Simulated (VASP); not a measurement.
# VPtSe2 (P4/mmm) in VASP: single point with PBE

Aim: the single point of VPtSe2 with PBE.

All numbers are computed with VASP 6.6.1; they aren't measurements. Logs are shortened: lines on timing, memory, paths and dates and some standing lists are left out, and cuts for length are marked.

## Step 1: The cell of the first run

It takes space group P4/mmm (No. 123, tetragonal). Conventional cell: a = 4.441 Å, b = 4.441 Å, c = 3.361 Å, α = 90.00°, β = 90.00°, γ = 90.00°. V (site symmetry 4/mmm) has 8 Se at 2.78 Å and 4 Pt at 3.14 Å and 2 V at 3.36 Å within 3.7 Å. Pt (site symmetry 4/mmm) has 8 Se at 2.78 Å and 4 V at 3.14 Å and 2 Pt at 3.36 Å within 3.7 Å. Within 3.7 Å of Se (site symmetry mmm) lie 4 V at 2.78 Å and 4 Pt at 2.78 Å and 6 Se at 3.14 to 3.36 Å.

## Step 2: Single point, PBE, collinear spin, ferromagnetic start

The input, INCAR:

```
SYSTEM = VPtSe2
PREC     = Accurate       ! precision mode
ENCUT    = 520            ! plane-wave cutoff, eV
EDIFF    = 1E-7           ! SCF threshold, eV
ISMEAR   = 0              ! smearing method
SIGMA    = 0.1            ! smearing width, eV
LREAL    = .FALSE.        ! projectors in reciprocal space
LASPH    = .TRUE.         ! aspherical terms in the spheres
NELM     = 150            ! most SCF steps
ALGO     = Normal         ! electronic algorithm
ISIF     = 2              ! what is computed and relaxed
LWAVE    = .FALSE.        ! write WAVECAR
LCHARG   = .FALSE.        ! write CHGCAR
ISPIN    = 2              ! spin polarisation
MAGMOM   = 2 0 0 0        ! initial moments
LORBIT   = 11             ! projections on sites
LMAXMIX  = 4              ! l up to which the mixer works
GGA      = PE             ! functional
NBANDS   = 30             ! bands
```

The input, KPOINTS:

```
Automatic mesh
0
G
  4 4 4
  0 0 0
```

The input, POSCAR:

```
VPtSe2
1.0
    4.4413117236      0.0000000000      0.0000000000
    0.0000000000      4.4413117236      0.0000000000
    0.0000000000      0.0000000000      3.3607890753
V Pt Se
1 1 2
Direct
    0.0000000000      0.0000000000      0.0000000000
    0.5000000000      0.5000000000      0.0000000000
    0.5000000000      0.0000000000      0.5000000000
    0.0000000000      0.5000000000      0.5000000000
```

Potentials or basis: VASP PAW PBE potentials, release 64 (V_sv, Pt, Se).

The run is started by

```console
cat potpaw_PBE.64/V_sv/POTCAR potpaw_PBE.64/Pt/POTCAR potpaw_PBE.64/Se/POTCAR > POTCAR
mpirun -np 1 vasp_std > vasp.out
```

OUTCAR:

```text
SYSTEM = VPtSe2
   PREC = Accurate
   ENCUT = 520
   EDIFF = 1E-7
   ISMEAR = 0
   LREAL = .FALSE.
   LASPH = .TRUE.
   NELM = 150
   ISIF = 2
   ISPIN = 2
   LORBIT = 11
   GGA = PE

 ion  position               nearest neighbor table
   1  0.000  0.000  0.000-   3 2.78   4 2.78   3 2.78   4 2.78   4 2.78   4 2.78   3 2.78   3 2.78
                             2 3.14   2 3.14   2 3.14   2 3.14
   2  0.500  0.500  0.000-   3 2.78   4 2.78   3 2.78   4 2.78   3 2.78   3 2.78   4 2.78   4 2.78
                             1 3.14   1 3.14   1 3.14   1 3.14
   3  0.500  0.000  0.500-   1 2.78   2 2.78   1 2.78   2 2.78   2 2.78   2 2.78   1 2.78   1 2.78

   4  0.000  0.500  0.500-   1 2.78   2 2.78   1 2.78   2 2.78   1 2.78   1 2.78   2 2.78   2 2.78

  LATTYP: Found a simple tetragonal cell.
 ALAT       =     4.4413117236
 C/A-ratio  =     0.7567109189

  Lattice vectors:

 A1 = (   4.4413117236,   0.0000000000,   0.0000000000)
 A2 = (   0.0000000000,   4.4413117236,   0.0000000000)
 A3 = (   0.0000000000,   0.0000000000,   3.3607890753)

Analysis of symmetry for initial positions (statically):
=====================================================================
 Subroutine PRICEL returns:
 Original cell was already a primitive cell.

 Routine SETGRP: Setting up the symmetry group for a
 simple tetragonal supercell.

 Subroutine GETGRP returns: Found 16 space group operations
 (whereof 16 operations were pure point group operations)
 out of a pool of 16 trial point group operations.

The static configuration has the point symmetry D_4h.

Analysis of symmetry for dynamics (positions and initial velocities):
=====================================================================
 Subroutine PRICEL returns:
 Original cell was already a primitive cell.

 Routine SETGRP: Setting up the symmetry group for a
 simple tetragonal supercell.

 Subroutine GETGRP returns: Found 16 space group operations
 (whereof 16 operations were pure point group operations)
 out of a pool of 16 trial point group operations.

The dynamic configuration has the point symmetry D_4h.

Analysis of structural, dynamic, and magnetic symmetry:
=====================================================================
 Subroutine PRICEL returns:
 Original cell was already a primitive cell.

 Routine SETGRP: Setting up the symmetry group for a
 simple tetragonal supercell.

 Subroutine GETGRP returns: Found 16 space group operations
 (whereof 16 operations were pure point group operations)
 out of a pool of 16 trial point group operations.

The overall configuration has the point symmetry D_4h.

 Subroutine INISYM returns: Found 16 space group operations
 (whereof 16 operations are pure point group operations),
 and found     1 'primitive' translations

----------------------------------------------------------------------------------------

                                     Primitive cell

  volume of cell :      66.2924

  direct lattice vectors                    reciprocal lattice vectors
     4.441311724  0.000000000  0.000000000     0.225158706  0.000000000  0.000000000
     0.000000000  4.441311724  0.000000000     0.000000000  0.225158706  0.000000000
     0.000000000  0.000000000  3.360789075     0.000000000  0.000000000  0.297549170

  length of vectors
     4.441311724  4.441311724  3.360789075     0.225158706  0.225158706  0.297549170

  position of ions in fractional coordinates (direct lattice)
     0.000000000  0.000000000  0.000000000
     0.500000000  0.500000000  0.000000000
     0.500000000  0.000000000  0.500000000
     0.000000000  0.500000000  0.500000000

  ion indices of the primitive-cell ions
   primitive index   ion index
                 1           1
                 2           2
                 3           3
                 4           4

----------------------------------------------------------------------------------------

 KPOINTS: Automatic mesh

Automatic generation of k-mesh.
 Grid dimensions read from file:
 generate k-points for:    4    4    4

 Generating k-lattice:

  Cartesian coordinates                     Fractional coordinates (reciprocal lattice)
     0.056289676  0.000000000  0.000000000     0.250000000  0.000000000  0.000000000
     0.000000000  0.056289676  0.000000000     0.000000000  0.250000000  0.000000000
     0.000000000  0.000000000  0.074387293     0.000000000  0.000000000  0.250000000

  Length of vectors
     0.056289676  0.056289676  0.074387293

  Shift w.r.t. Gamma in fractional coordinates (k-lattice)
     0.000000000  0.000000000  0.000000000

 Subroutine IBZKPT returns following result:
 ===========================================

 Found     18 irreducible k-points:

 Following reciprocal coordinates:
            Coordinates               Weight
  0.000000  0.000000  0.000000      1.000000
  0.250000  0.000000  0.000000      4.000000
  0.500000  0.000000  0.000000      2.000000
  0.250000  0.250000  0.000000      4.000000
  0.500000  0.250000  0.000000      4.000000
  0.500000  0.500000  0.000000      1.000000
[... 10 lines left out ...]
  0.500000  0.250000  0.500000      4.000000
  0.500000  0.500000  0.500000      1.000000
   k-points           NKPTS =     18   k-points in BZ     NKDIM =     18   number of bands    NBANDS=     30
   number of dos      NEDOS =    301   number of ions     NIONS =      4
   total plane-waves  NPLWV =  36288
   dimension x,y,z NGX =    36 NGY =   36 NGZ =   28
   dimension x,y,z NGXF=    72 NGYF=   72 NGZF=   56
   ions per type =               1   1   2
   NGX,Y,Z   is equivalent  to a cutoff of  13.48, 13.48, 13.85 a.u.
   NGXF,Y,Z  is equivalent  to a cutoff of  26.95, 26.95, 27.70 a.u.
 SYSTEM =  VPtSe2
   PREC   = accura    normal or accurate (medium, high low for compatibility)
   ISTART =      0    job   : 0-new  1-cont  2-samecut
   ICHARG =      2    charge: 1-file 2-atom 10-const
   ISPIN  =      2    spin polarized calculation?
   LNONCOLLINEAR =      F non collinear calculations
   LSORBIT =      F    spin-orbit coupling
   LASPH  =      T    aspherical Exc in radial PAW
   ENCUT  =  520.0 eV  38.22 Ry    6.18 a.u.   8.26  8.26  6.25*2*pi/ulx,y,z
   NELM   =    150;   NELMIN=  2; NELMDL= -5     # of ELM steps
   EDIFF  = 0.1E-06   stopping-criterion for ELM
   LREAL  =      F    real-space projection
   EDIFFG = 0.1E-05   stopping-criterion for IOM
   NSW    =      0    number of steps for IOM
   IBRION =     -1    ionic relax: 0-MD 1-quasi-New 2-CG
   NFREE  =      0    steps in history (QN), initial steepest desc. (CG)
   ISIF   =      2    stress and relaxation
   ISYM   =      2    0-nonsym 1-usesym 2-fastsym
   POTIM  = 0.5000    time-step for ionic-motion
   TEBEG  =    0.0;   TEEND  =   0.0 temperature during run
   PSTRESS=    0.0 pullay stress
   NELECT =      35.0000    total number of electrons
   NUPDOWN=      -1.0000    fix difference up-down
   EMIN   =  10.00;   EMAX   =-10.00  energy-range for DOS
   EFERMI =   0.00;   METHOD = LEGACY
   ISMEAR =     0;   SIGMA  =   0.10  broadening in eV -4-tet -1-fermi 0-gaus
   EFERMI_NEDOS =   21; number of points for ismear=-14 and -15
   IALGO  =     38    algorithm
   IMIX   =      4    mixing-type and parameters
     AMIX     =   0.40;   BMIX     =  1.00
     AMIX_MAG =   1.60;   BMIX_MAG =  1.00
  volume/ion in A,a.u.               =      16.57       111.84
  Fermi-wavevector in a.u.,A,eV,Ry     =   1.323152  2.500394 23.820128  1.750730
  Thomas-Fermi vector in A             =   2.452781
   LORBIT       =     11    0 simple, 1 ext, 2 COOP (PROOUT), +10 PAW based schemes
   GGA     = PE    functional components
   LHFCALC =     F    Hartree Fock is set to
   AEXX    =    0.0000 exact exchange contribution
   IVDW    =     0    specifies the selected vdW correction
   LEPSILON=     F    determine dielectric tensor
   LRPA    =     F    only Hartree local field effects (RPA)
 spin polarized calculation
 Gauss-broadening in eV      SIGMA  =   0.10
  energy-cutoff  :      520.00
  volume of cell :       66.29
 maximum number of plane-waves:      1816
 NGX is ok and might be reduce to    36
   NGX = 17   NGY = 17   NGZ = 13

 number of electron      35.0000007 magnetization       1.9967240

 Free energy of the ion-electron system (eV)
  ---------------------------------------------------
  ext. energy  EPLUGINS =         0.00000000
  ---------------------------------------------------
  free energy    TOTEN  =       -22.22524237 eV

  energy without entropy =      -22.20797345  energy(sigma->0) =      -22.21660791

 E-fermi :   8.9252     XC(G=0): -11.9060

 val. band max:        8.9139191293   @ k =   0.5000   0.5000   0.2500
 cond. band min:       8.9282073777   @ k =   0.0000   0.0000   0.2500
 fundamental gap:      0.0142882484
 Fermi energy:         8.9252058729

 spin component 1

 k-point     1 :       0.0000    0.0000    0.0000
  band No.  band energies     occupation
      1     -56.4232      1.00000
      2     -30.2971      1.00000
      3     -30.2971      1.00000
      4     -30.2472      1.00000
      5      -7.0862      1.00000
      6      -4.4831      1.00000
[... 543 lines left out ...]
      6      -4.9027      1.00000
[... 21 lines left out ...]
     28      18.8610      0.00000
     29      18.9719      0.00000
 Fermi energy:         8.9252058729

 spin component 2

 k-point     1 :       0.0000    0.0000    0.0000
  band No.  band energies     occupation
      1     -54.4926      1.00000
      2     -28.3749      1.00000
      3     -28.3639      1.00000
      4     -28.3639      1.00000
      5      -7.1092      1.00000
      6      -4.5400      1.00000
[... 543 lines left out ...]
      6      -4.9655      1.00000
[... 21 lines left out ...]
     28      19.0439      0.00000
     29      19.0488      0.00000
 [bands above 29 left out]

------------------------ aborting loop because EDIFF is reached ----------------------------------------

  FORCE on cell =-STRESS in cart. coord.  units (eV):
  Direction    XX          YY          ZZ          XY          YZ          ZX
  --------------------------------------------------------------------------------------
  -------------------------------------------------------------------------------------
  Total        0.0278194      0.0278194     -0.0028682      0.0000000     -0.0000000      0.0000000
  in kB        0.6723477      0.6723477     -0.0693203      0.0000000     -0.0000000      0.0000000
  external PRESSURE =       0.4251250 kB  Pullay stress =       0.0000000 kB

 VOLUME and BASIS-vectors are now :
 -----------------------------------------------------------------------------
  energy-cutoff  :      520.00
  volume of cell :       66.29
      direct lattice vectors                 reciprocal lattice vectors
     4.441311724  0.000000000  0.000000000     0.225158706  0.000000000  0.000000000
     0.000000000  4.441311724  0.000000000     0.000000000  0.225158706  0.000000000
     0.000000000  0.000000000  3.360789075     0.000000000  0.000000000  0.297549170

 POSITION                                       TOTAL-FORCE (eV/Angst)
 -----------------------------------------------------------------------------------
      0.00000      0.00000      0.00000         0.000000      0.000000      0.000000
      2.22066      2.22066      0.00000         0.000000      0.000000      0.000000
      2.22066      0.00000      1.68039         0.000000      0.000000      0.000000
      0.00000      2.22066      1.68039         0.000000      0.000000      0.000000
 -----------------------------------------------------------------------------------
    total drift:                                0.000000      0.000000      0.000000

  FREE ENERGIE OF THE ION-ELECTRON SYSTEM (eV)
  ---------------------------------------------------
  free  energy   TOTEN  =       -22.2252423732 eV

  energy  without entropy=      -22.2079734487  energy(sigma->0) =      -22.21660791

 total charge

# of ion       s       p       d       tot
------------------------------------------
    1        2.161   6.098   3.057  11.317
    2        0.581   0.447   8.146   9.174
    3        1.512   2.170   0.092   3.773
    4        1.512   2.170   0.092   3.773
--------------------------------------------------
tot          5.766  10.885  11.386  28.037

 magnetization (x)

# of ion       s       p       d       tot
------------------------------------------
    1        0.031   0.019   1.898   1.947
    2       -0.015   0.007  -0.025  -0.033
    3        0.010  -0.091   0.009  -0.072
    4        0.010  -0.091   0.009  -0.072
--------------------------------------------------
tot          0.036  -0.157   1.892   1.771
```

Run time: 82 s. Hardware: 1 thread of Intel Xeon Platinum 8375C at 2.90GHz (Ice Lake), shared host; peak memory 0.24 GiB.

Results:

```
Free energy                                           : -22.2252 eV
Pressure                                              : 0.0 GPa
Net moment                                            : 2.00 μB per cell
Site moments                                          : V +1.95; Pt -0.03; Se -0.07 μB
Valence electrons inside the program's atomic spheres : V 11.32; Pt 9.17; Se 3.77
```

Levels at points of the mesh, in eV from the Fermi level:
Spin up:
| k point | band 15 | band 16 | band 17 | band 18 | band 19 | band 20 | band 21 | band 22 |
| --- | --- | --- | --- | --- | --- | --- | --- | --- |
| (0.00, 0.00, 0.00) | -2.38 | -1.26 | -1.26 | -0.57 | -0.57 | -0.43 | -0.39 | 0.22 |
| (0.50, 0.00, 0.00) | -1.90 | -1.56 | -1.48 | -0.70 | -0.15 | 0.06 | 0.84 | 1.39 |
| (0.50, 0.50, 0.00) | -0.91 | -0.91 | -0.09 | 0.48 | 2.24 | 2.27 | 2.27 | 2.39 |
| (0.00, 0.00, 0.50) | -1.01 | 0.29 | 0.34 | 1.72 | 1.72 | 1.84 | 1.90 | 1.90 |
| (0.50, 0.00, 0.50) | -2.49 | -1.46 | -1.15 | -1.04 | -0.48 | 0.39 | 1.56 | 2.04 |
| (0.50, 0.50, 0.50) | -2.58 | -1.20 | -0.99 | -0.42 | -0.42 | 0.26 | 0.29 | 0.42 |
Spin down:
```csv
k point,band 14,band 15,band 16,band 17,band 18,band 19
"(0.00, 0.00, 0.00)",-2.39,-2.02,-1.29,-1.29,-0.52,1.08
"(0.50, 0.00, 0.00)",-2.38,-1.91,-1.62,-0.04,0.80,0.98
"(0.50, 0.50, 0.00)",-1.64,-0.13,-0.13,1.20,1.88,2.22
"(0.00, 0.00, 0.50)",-1.62,-0.35,1.63,1.90,1.90,2.09
"(0.50, 0.00, 0.50)",-3.19,-2.50,-1.48,0.06,0.66,1.13
"(0.50, 0.50, 0.50)",-2.58,-2.58,-1.11,0.25,0.28,0.97
```

Caveat: the k points lie up to 0.47 Å⁻¹ apart; spin-orbit coupling is left out, which moves the levels of the heavy elements. With open d or f shells a metallic result of PBE can be an artefact of self-interaction; +U or a hybrid may open a gap.
